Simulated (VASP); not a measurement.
Write the native input for VASP 6.6.1 that does the following.

```yaml
Task: single point
Functional: PBEsol
Potentials_or_basis: VASP PAW PBE potentials, release 64 (Sn_d)
Cutoff: 520 eV
k_mesh: 20 × 20 × 20
Occupations: gaussian, width 0.15 eV
Spin: no spin polarisation
Dipole_correction: no
Further_INCAR_settings: ALGO = Fast; EDIFF = 1e-06; NBANDS = 13
```

The structure of Sn lies in POSCAR:

```
Sn
1.0
   -1.8991929000      1.9531017000      2.3383420000
    1.8991929000     -1.9531017000      2.3383420000
    1.8991929000      1.9531017000     -2.3383420000
Sn
1
Direct
    0.0000000000      0.0000000000      0.0000000000
```

This cell differs from its parent crystal: strain +0.1000 x Voigt [1, 1, 0, 0, 0, 0].

These files were run (other wordings do the same):

INCAR

```
SYSTEM = Sn
  PREC = Accurate
  ENCUT = 520
  EDIFF = 1E-6
  ISMEAR = 0
  SIGMA = 0.15
  LREAL = .FALSE.
  LASPH = .TRUE.
  NELM = 80
  ALGO = Fast
  ISIF = 2
  LWAVE = .FALSE.
  LCHARG = .FALSE.
  GGA = PS
  NBANDS = 13
```

KPOINTS

```
Automatic mesh
0
G
  20 20 20
  0 0 0
```

Potentials or basis: VASP PAW PBE potentials, release 64 (Sn_d).

Launch:

```console
$ cat potpaw_PBE.64/Sn_d/POTCAR > POTCAR
$ mpirun -np 1 vasp_std > vasp.out
```

Results of the run:

```yaml
Pressure: -8.0 GPa
Band_gap_on_the_k_mesh: zero (bands 7 and 8 overlap by 7.28 eV)
```

Caveat: the cell differs from its parent crystal (strain +0.1000 x Voigt [1, 1, 0, 0, 0, 0]); the cell stands under tension; the PAW data sets were made with another functional, which shifts forces and pressure a little; spin-orbit coupling is left out, which moves the levels of the heavy elements.

Run time: 6.3 min on 1 thread of Intel(R) Xeon(R) Platinum 8375C CPU @ 2.90GHz (Ice Lake), with other jobs on the host, peak memory 0.56 GiB.
